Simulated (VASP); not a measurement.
# Zn12H (a cell with a defect) in VASP: notebook

Runs on Zn12H (a cell with a defect). Level: LDA. Tasks: single point.

Program: VASP 6.6.1. These are calculated values, not measurements. Logs are shortened: lines on timing, memory, paths and dates and some standing lists are left out, and cuts for length are marked.

**1. The cell of the first run**

The cell holds a defect, 13 atoms: a = 5.320 Å, b = 7.980 Å, c = 4.937 Å, α = 90.00°, β = 90.00°, γ = 120.00°.

**2. Single point, LDA**

Contents of INCAR:

```
SYSTEM = Zn12H
  ALGO = Normal
  EDIFF = 1E-7
  ENCUT = 520
  ISIF = 2
  ISMEAR = 0
  LASPH = .True.
  LCHARG = .True.
  LELF = .True.
  LREAL = .False.
  LVHAR = .True.
  LWAVE = .False.
  NBANDS = 84
  NELM = 80
  PREC = Accurate
  SIGMA = 0.05
```

Contents of KPOINTS:

```
k-points
0
Gamma
  4 3 3
  0 0 0
```

Contents of POSCAR:

```
Zn12H
1.0
    5.3200000000      0.0000000000      0.0000000000
   -3.9900000000      6.9108830000      0.0000000000
    0.0000000000      0.0000000000      4.9369600000
Zn H
12 1
Direct
   -0.0174322062     -0.0306399341     -0.0305191859
    0.1784353971      0.2090955671      0.5196074102
   -0.0085195977      0.3396162256      0.0571343499
    0.1810994472      0.5436328469      0.5393448600
    0.0178482552      0.6700365207      0.0116298289
    0.1810387128      0.8746759278      0.5068931083
    0.5083542398     -0.0027301866      0.0298941049
    0.6795994662      0.2048225965      0.5247478205
    0.5385933148      0.3481507356     -0.0492481203
    0.6866503991      0.5478757201      0.4905054933
    0.4991836232      0.6587162596      0.0354535990
    0.6747516499      0.8733661097      0.5075230506
    0.1858298875      0.2071401006      1.1158694824
```

Potentials or basis: VASP PAW LDA potentials, release 64 (Zn, H).

The run is started by

```console
cat potpaw_LDA.64/Zn/POTCAR potpaw_LDA.64/H/POTCAR > POTCAR
mpirun -np 1 vasp_std > vasp.out
```

OUTCAR:

```text
SYSTEM = Zn12H
   EDIFF = 1E-7
   ENCUT = 520
   ISIF = 2
   ISMEAR = 0
   LASPH = .True.
   LREAL = .False.
   NELM = 80
   PREC = Accurate

 ion  position               nearest neighbor table
   1  0.983  0.969  0.969-  13 1.80   5 2.50  11 2.55   7 2.66  12 2.69   7 2.71   2 2.77   6 2.77
                             3 2.96   9 2.99  12 3.01
   2  0.178  0.209  0.520-   8 2.64   4 2.66   6 2.68  12 2.68   8 2.68   9 2.70  10 2.71   1 2.77
                             3 2.88
   3  0.991  0.340  0.057-  13 1.83   9 2.50   5 2.58  11 2.63   7 2.66   8 2.73   4 2.77   2 2.88
                             9 2.92   4 2.93   1 2.96   8 3.01
   4  0.181  0.544  0.539-  12 2.63   6 2.65  10 2.66   2 2.66  10 2.68   8 2.69   3 2.77   5 2.84
                            11 2.86  11 2.89   3 2.93
   5  0.018  0.670  0.012-   1 2.50   9 2.58   3 2.58  11 2.61   7 2.61  11 2.72  10 2.82   6 2.83
                             4 2.84   6 2.87  10 2.99
   6  0.181  0.875  0.507-  10 2.62  12 2.63   8 2.64   4 2.65   2 2.68  12 2.69   1 2.77   7 2.80
                             5 2.83   5 2.87   7 2.99
   7  0.508  0.997  0.030-   5 2.61   1 2.66   3 2.66  11 2.68   1 2.71   9 2.75   6 2.80   8 2.83
                            12 2.86   8 2.88   6 2.99  12 3.05
   8  0.680  0.205  0.525-  12 2.63   2 2.64   6 2.64   9 2.67   2 2.68   4 2.69  10 2.72   3 2.73
                             7 2.83   7 2.88   3 3.01
   9  0.539  0.348  0.951-  13 1.83   3 2.50   5 2.58  11 2.62  10 2.66   8 2.67   2 2.70   7 2.75
                             3 2.92   1 2.99  10 3.00
  10  0.687  0.548  0.491-   6 2.62  12 2.63   4 2.66   9 2.66   4 2.68   2 2.71   8 2.72  11 2.78
                             5 2.82   5 2.99   9 3.00
  11  0.499  0.659  0.035-   1 2.55   5 2.61   9 2.62   3 2.63   7 2.68   5 2.72  12 2.76  10 2.78
                             4 2.86   4 2.89  12 3.00
  12  0.675  0.873  0.508-  10 2.63   6 2.63   4 2.63   8 2.63   2 2.68   1 2.69   6 2.69  11 2.76
                             7 2.86  11 3.00   1 3.01   7 3.05
  13  0.186  0.207  0.116-   1 1.80   9 1.83   3 1.83

  LATTYP: Found a simple monoclinic cell.
 ALAT       =     5.3200000000
 B/A-ratio  =     0.9280000000
 C/A-ratio  =     1.3228757068
 COS(beta)  =    -0.1889822292

  Lattice vectors:

 A1 = (   5.3200000000,   0.0000000000,   0.0000000000)
 A2 = (   0.0000000000,   0.0000000000,   4.9369600000)
 A3 = (  -1.3300000000,  -6.9108830000,   0.0000000000)

Analysis of symmetry for initial positions (statically):
=====================================================================
 Subroutine PRICEL returns:
 Original cell was already a primitive cell.

 Routine SETGRP: Setting up the symmetry group for a
 simple monoclinic supercell.

 Subroutine GETGRP returns: Found  1 space group operations
 (whereof  1 operations were pure point group operations)
 out of a pool of  4 trial point group operations.

The static configuration has the point symmetry C_1 .

Analysis of symmetry for dynamics (positions and initial velocities):
=====================================================================
 Subroutine PRICEL returns:
 Original cell was already a primitive cell.

 Routine SETGRP: Setting up the symmetry group for a
 simple monoclinic supercell.

 Subroutine GETGRP returns: Found  1 space group operations
 (whereof  1 operations were pure point group operations)
 out of a pool of  4 trial point group operations.

The dynamic configuration has the point symmetry C_1 .

 Subroutine INISYM returns: Found  1 space group operations
 (whereof  1 operations are pure point group operations),
 and found     1 'primitive' translations

----------------------------------------------------------------------------------------

                                     Primitive cell

  volume of cell :     181.5118

  direct lattice vectors                    reciprocal lattice vectors
     5.320000000  0.000000000  0.000000000     0.187969925  0.108524482  0.000000000
    -3.990000000  6.910883000  0.000000000     0.000000000  0.144699310  0.000000000
     0.000000000  0.000000000  4.936960000     0.000000000  0.000000000  0.202553798

  length of vectors
     5.320000000  7.980000241  4.936960000     0.217048971  0.144699310  0.202553798

  position of ions in fractional coordinates (direct lattice)
[... 41 lines left out ...]
     0.046992481  0.027131121  0.000000000     0.250000000  0.000000000  0.000000000
     0.000000000  0.048233103  0.000000000     0.000000000  0.333333333  0.000000000
     0.000000000  0.000000000  0.067517933     0.000000000  0.000000000  0.333333333

  Length of vectors
     0.054262243  0.048233103  0.067517933

  Shift w.r.t. Gamma in fractional coordinates (k-lattice)
     0.000000000  0.000000000  0.000000000

 Subroutine IBZKPT returns following result:
 ===========================================

 Found     19 irreducible k-points:

 Following reciprocal coordinates:
            Coordinates               Weight
  0.000000  0.000000  0.000000      1.000000
  0.250000  0.000000  0.000000      2.000000
  0.500000  0.000000  0.000000      1.000000
  0.000000  0.333333  0.000000      2.000000
  0.250000  0.333333  0.000000      2.000000
  0.500000  0.333333  0.000000      2.000000
[... 11 lines left out ...]
 -0.250000  0.333333  0.333333      2.000000
  0.250000 -0.333333  0.333333      2.000000
   k-points           NKPTS =     19   k-points in BZ     NKDIM =     19   number of bands    NBANDS=     84
   number of dos      NEDOS =    301   number of ions     NIONS =     13
   total plane-waves  NPLWV =  96000
   dimension x,y,z NGX =    40 NGY =   60 NGZ =   40
   dimension x,y,z NGXF=    80 NGYF=  120 NGZF=   80
   ions per type =              12   1
   NGX,Y,Z   is equivalent  to a cutoff of  12.50, 12.50, 13.47 a.u.
   NGXF,Y,Z  is equivalent  to a cutoff of  25.00, 25.00, 26.94 a.u.
 SYSTEM =  Zn12H
   PREC   = accura    normal or accurate (medium, high low for compatibility)
   ISTART =      0    job   : 0-new  1-cont  2-samecut
   ICHARG =      2    charge: 1-file 2-atom 10-const
   ISPIN  =      1    spin polarized calculation?
   LNONCOLLINEAR =      F non collinear calculations
   LSORBIT =      F    spin-orbit coupling
   LASPH  =      T    aspherical Exc in radial PAW
   ENCUT  =  520.0 eV  38.22 Ry    6.18 a.u.   9.89 14.84  9.18*2*pi/ulx,y,z
   NELM   =     80;   NELMIN=  2; NELMDL= -5     # of ELM steps
   EDIFF  = 0.1E-06   stopping-criterion for ELM
   LREAL  =      F    real-space projection
   EDIFFG = 0.1E-05   stopping-criterion for IOM
   NSW    =      0    number of steps for IOM
   IBRION =     -1    ionic relax: 0-MD 1-quasi-New 2-CG
   NFREE  =      0    steps in history (QN), initial steepest desc. (CG)
   ISIF   =      2    stress and relaxation
   ISYM   =      2    0-nonsym 1-usesym 2-fastsym
   POTIM  = 0.5000    time-step for ionic-motion
   TEBEG  =    0.0;   TEEND  =   0.0 temperature during run
   PSTRESS=    0.0 pullay stress
   NELECT =     145.0000    total number of electrons
   NUPDOWN=      -1.0000    fix difference up-down
   EMIN   =  10.00;   EMAX   =-10.00  energy-range for DOS
   EFERMI =   0.00;   METHOD = LEGACY
   ISMEAR =     0;   SIGMA  =   0.05  broadening in eV -4-tet -1-fermi 0-gaus
   EFERMI_NEDOS =   21; number of points for ismear=-14 and -15
   IALGO  =     38    algorithm
   IMIX   =      4    mixing-type and parameters
     AMIX     =   0.40;   BMIX     =  1.00
     AMIX_MAG =   1.60;   BMIX_MAG =  1.00
  volume/ion in A,a.u.               =      13.96        94.22
  Fermi-wavevector in a.u.,A,eV,Ry     =   1.519017  2.870525 31.394246  2.307412
  Thomas-Fermi vector in A             =   2.628059
   LORBIT       =      0    0 simple, 1 ext, 2 COOP (PROOUT), +10 PAW based schemes
   GGA     = CA    functional components
   LHFCALC =     F    Hartree Fock is set to
   AEXX    =    0.0000 exact exchange contribution
   IVDW    =     0    specifies the selected vdW correction
   LEPSILON=     F    determine dielectric tensor
   LRPA    =     F    only Hartree local field effects (RPA)
 non-spin polarized calculation
 Gauss-broadening in eV      SIGMA  =   0.05
  energy-cutoff  :      520.00
  volume of cell :      181.51
 maximum number of plane-waves:      4902
   NGX = 19   NGY = 29   NGZ = 19

 number of electron     144.9999999 magnetization

 Free energy of the ion-electron system (eV)
  ---------------------------------------------------
  ext. energy  EPLUGINS =         0.00000000
  ---------------------------------------------------
  free energy    TOTEN  =       -24.91981975 eV

  energy without entropy =      -24.91714368  energy(sigma->0) =      -24.91848171

 E-fermi :   3.1419     XC(G=0): -11.9735

 val. band max:        3.1266844670   @ k =   0.5000   0.0000   0.0000
 cond. band min:       3.1733786064   @ k =   0.2500   0.0000   0.3333
 fundamental gap:      0.0466941394
 Fermi energy:         3.1418689418

 k-point     1 :       0.0000    0.0000    0.0000
  band No.  band energies     occupation
      1      -7.8479      2.00000
      2      -6.1247      2.00000
      3      -5.6670      2.00000
      4      -5.5452      2.00000
      5      -5.4630      2.00000
      6      -5.4556      2.00000
[... 1642 lines left out ...]
     83       8.6865      0.00000
     84       8.9172      0.00000

------------------------ aborting loop because EDIFF is reached ----------------------------------------

  FORCE on cell =-STRESS in cart. coord.  units (eV):
  Direction    XX          YY          ZZ          XY          YZ          ZX
  --------------------------------------------------------------------------------------
  -------------------------------------------------------------------------------------
  Total       -4.5706229     -8.7744652     -4.5274606     -2.0215072      0.0041622      0.0694486
  in kB      -40.3442083    -77.4508978    -39.9632206    -17.8435433      0.0367395      0.6130124
  external PRESSURE =     -52.5861089 kB  Pullay stress =       0.0000000 kB

 VOLUME and BASIS-vectors are now :
 -----------------------------------------------------------------------------
  energy-cutoff  :      520.00
  volume of cell :      181.51
      direct lattice vectors                 reciprocal lattice vectors
     5.320000000  0.000000000  0.000000000     0.187969925  0.108524482  0.000000000
    -3.990000000  6.910883000  0.000000000     0.000000000  0.144699310  0.000000000
     0.000000000  0.000000000  4.936960000     0.000000000  0.000000000  0.202553798

 POSITION                                       TOTAL-FORCE (eV/Angst)
 -----------------------------------------------------------------------------------
      1.35951      6.69913      4.78629         0.000469      0.023954     -0.004456
      0.11498      1.44504      2.56528        -0.001588     -0.019959     -0.011738
      3.91961      2.34705      0.28207        -0.000475     -0.025389     -0.008027
     -1.20565      3.75698      2.66272         0.016659      0.002611      0.002601
     -2.57849      4.63054      0.05742         0.008918     -0.014191      0.005524
     -2.52683      6.04478      2.50251        -0.009931      0.020546     -0.001440
     -1.27466      6.89201      0.14759        -0.023749      0.022944     -0.002919
      2.79823      1.41551      2.59066         0.002419      0.005007      0.006501
      1.47619      2.40603      4.69382        -0.002316     -0.026013      0.014081
      1.46696      3.78631      2.42161        -0.011771      0.005035     -0.010964
      0.02738      4.55231      0.17503         0.001827     -0.009017      0.003114
      0.10495      6.03573      2.50562         0.011756      0.014427      0.005804
      0.16213      1.43152      0.57204         0.007783      0.000043      0.001919
 -----------------------------------------------------------------------------------
    total drift:                                0.000225      0.000018      0.000598

  FREE ENERGIE OF THE ION-ELECTRON SYSTEM (eV)
  ---------------------------------------------------
  free  energy   TOTEN  =       -24.9198197461 eV

  energy  without entropy=      -24.9171436815  energy(sigma->0) =      -24.91848171
```

Run time: 5.5 min. Hardware: 1 thread of Intel Xeon Platinum 8259CL at 2.50GHz (Skylake/Cascade Lake), shared host; peak memory 0.35 GiB.

Results:

| Quantity | Value |
| --- | --- |
| Free energy | -24.9198 eV |
| Pressure | -5.3 GPa |
| Largest force | 0.033 eV/Å |

Forces on the atoms (eV/Å):
```
Zn   0.000  0.024 -0.004
Zn  -0.002 -0.020 -0.012
Zn   0.000 -0.025 -0.008
Zn   0.017  0.003  0.003
Zn   0.009 -0.014  0.006
Zn  -0.010  0.021 -0.001
Zn  -0.024  0.023 -0.003
Zn   0.002  0.005  0.007
Zn  -0.002 -0.026  0.014
Zn  -0.012  0.005 -0.011
Zn   0.002 -0.009  0.003
Zn   0.012  0.014  0.006
H    0.008  0.000  0.002
```

Levels at points of the mesh, in eV from the Fermi level:
| k point | band 69 | band 70 | band 71 | band 72 | band 73 | band 74 | band 75 | band 76 |
| --- | --- | --- | --- | --- | --- | --- | --- | --- |
| (0.00, 0.00, 0.00) | -2.66 | -1.42 | -1.03 | -0.23 | 0.07 | 0.34 | 0.52 | 1.47 |
| (0.50, 0.00, 0.00) | -1.83 | -1.58 | -1.38 | -1.31 | -0.59 | -0.55 | -0.25 | -0.02 |

Caveat: the k points lie up to 0.42 Å⁻¹ apart.

**3. Single point, LDA**

Contents of INCAR:

```
PREC     = Accurate       # precision mode
ENCUT    = 520            # plane-wave cutoff, eV
EDIFF    = 1E-6           # SCF threshold, eV
ISMEAR   = 0              # smearing method
SIGMA    = 0.05           # smearing width, eV
LREAL    = F              # projectors in reciprocal space
LASPH    = T              # aspherical terms in the spheres
NELM     = 60             # most SCF steps
ALGO     = Normal         # electronic algorithm
ISIF     = 2              # what is computed and relaxed
LWAVE    = F              # write WAVECAR
LCHARG   = T              # write CHGCAR
LELF     = T              # ELF
LVHAR    = T            
NBANDS   = 84             # bands
```

Contents of KPOINTS:

```
Automatic mesh
0
Gamma
  4 3 3
```

Contents of POSCAR:

```
Zn12H
1.0
    5.3200000000      0.0000000000      0.0000000000
   -3.9900000000      6.9108830000      0.0000000000
    0.0000000000      0.0000000000      4.9369600000
Zn H
12 1
Direct
   -0.0176985332     -0.0007832574      0.0002181504
    0.1428258185      0.2138650010      0.4891688407
    0.0127473566      0.3411290569      0.0142567491
    0.1523813583      0.5503678763      0.5280921863
   -0.0077070534      0.6657334526     -0.0221346740
    0.1324184072      0.8716836908      0.4592804074
    0.4916138379     -0.0132883164      0.0487095298
    0.6574054686      0.2210985195      0.4737101374
    0.5013876721      0.3448479738      0.0329160050
    0.6454196203      0.5487965865      0.5136695456
    0.4958280324      0.6678579279      0.0033443658
    0.6504203164      0.8806483918      0.5269536314
    0.4695401731      0.1502019351      0.8120422284
```

Potentials or basis: VASP PAW LDA potentials, release 64 (Zn, H).

The run is started by

```console
cat potpaw_LDA.64/Zn/POTCAR potpaw_LDA.64/H/POTCAR > POTCAR
mpirun -np 1 vasp_std > vasp.out
```

It took 6.3 min on 1 thread of Intel Xeon Platinum 8488C (Sapphire Rapids), shared host; peak memory 0.35 GiB.

It converged, with:

```yaml
Free_energy: -24.7959 eV
Pressure: -5.4 GPa
Largest_force: 0.140 eV/Å
```

Forces in eV/Å, atoms in the order of the input:
```
Zn  -0.005  0.010 -0.018
Zn  -0.007 -0.013  0.029
Zn   0.001  0.002  0.016
Zn  -0.011 -0.005  0.005
Zn  -0.012 -0.002 -0.007
Zn  -0.014 -0.002  0.012
Zn  -0.015 -0.011  0.014
Zn  -0.014 -0.007  0.010
Zn  -0.010 -0.009  0.015
Zn  -0.014 -0.008 -0.007
Zn  -0.003  0.006  0.002
Zn  -0.012 -0.010 -0.008
H    0.115  0.050 -0.061
```

Stress tensor (GPa, compression positive):
```
-3.59  0.89  0.55
 0.89 -8.62  0.46
 0.55  0.46 -3.96
```

Levels at points of the mesh, in eV from the Fermi level:
| k point | band 70 | band 71 | band 72 | band 73 | band 74 | band 75 |
| --- | --- | --- | --- | --- | --- | --- |
| (0.00, 0.00, 0.00) | -1.10 | -0.98 | -0.54 | 0.14 | 0.34 | 0.45 |
| (0.50, 0.00, 0.00) | -1.46 | -1.41 | -1.33 | -0.72 | -0.57 | -0.06 |

Caveat: the k points lie up to 0.42 Å⁻¹ apart.

**4. Single point, LDA**

Contents of INCAR:

```
SYSTEM = Zn12H
PREC     = Accurate       ! precision mode
ENCUT    = 520            ! plane-wave cutoff, eV
EDIFF    = 1E-6           ! SCF threshold, eV
ISMEAR   = 0              ! smearing method
SIGMA    = 0.05           ! smearing width, eV
LREAL    = .FALSE.        ! projectors in reciprocal space
LASPH    = .TRUE.         ! aspherical terms in the spheres
NELM     = 60             ! most SCF steps
ALGO     = Normal         ! electronic algorithm
ISIF     = 2              ! what is computed and relaxed
LWAVE    = .FALSE.        ! write WAVECAR
LCHARG   = .FALSE.        ! write CHGCAR
GGA      = CA             ! functional
NBANDS   = 84             ! bands
```

Contents of KPOINTS:

```
regular mesh
0
G
  4 3 3
  0 0 0
```

Contents of POSCAR:

```
Zn12H
1.0
    5.3200000000      0.0000000000      0.0000000000
   -3.9900000000      6.9108830000      0.0000000000
    0.0000000000      0.0000000000      4.9369600000
Zn H
12 1
Direct
   -0.0128318642     -0.0042923603      0.0170007454
    0.1569584928      0.2211286170      0.4754117919
    0.0043368875      0.3369719904      0.0026880915
    0.1625538723      0.5533400001      0.5247856981
    0.0022556925      0.6673100963     -0.0102374741
    0.1476323354      0.8754561465      0.4624625275
    0.5094396449     -0.0064531551      0.0396768457
    0.6705986621      0.2247272888      0.4754913955
    0.5119996430      0.3499787220      0.0251355085
    0.6581749949      0.5518375872      0.5240532635
    0.4948583246      0.6647444328      0.0093409710
    0.6608394198      0.8876104544      0.5397552340
    0.3562416762      0.1200658440      0.8577640896
```

The run is started by

```console
cat potpaw_LDA.64/Zn/POTCAR potpaw_LDA.64/H/POTCAR > POTCAR
mpirun -np 1 vasp_std > vasp.out
```

Run time: 5.7 min. Hardware: 1 thread of Intel Xeon Platinum 8488C (Sapphire Rapids), shared host; peak memory 0.35 GiB.

Results (log left out):

```
Free energy   : -24.7477 eV
Pressure      : -5.4 GPa
Largest force : 0.017 eV/Å
```

Forces on the atoms (eV/Å):
```
Zn   0.002  0.002 -0.007
Zn   0.003 -0.002  0.009
Zn  -0.002 -0.004 -0.004
Zn  -0.001  0.000 -0.003
Zn   0.000  0.002 -0.001
Zn   0.002  0.004  0.011
Zn   0.002 -0.001 -0.002
Zn  -0.004 -0.003  0.010
Zn   0.001 -0.001  0.001
Zn   0.002  0.000 -0.003
Zn   0.001  0.003  0.005
Zn  -0.001  0.001  0.000
H   -0.004 -0.001 -0.017
```

Stress tensor (GPa, compression positive):
```
-4.22  0.23  0.13
 0.23 -8.57 -0.15
 0.13 -0.15 -3.46
```

Levels at points of the mesh, in eV from the Fermi level:
| k point | band 70 | band 71 | band 72 | band 73 | band 74 | band 75 |
| --- | --- | --- | --- | --- | --- | --- |
| (0.00, 0.00, 0.00) | -1.34 | -1.03 | -0.26 | 0.07 | 0.32 | 0.40 |
| (0.50, 0.00, 0.00) | -1.48 | -1.45 | -1.36 | -0.67 | -0.62 | -0.01 |

Caveat: the k points lie up to 0.42 Å⁻¹ apart.

[end of part 1 of 2]
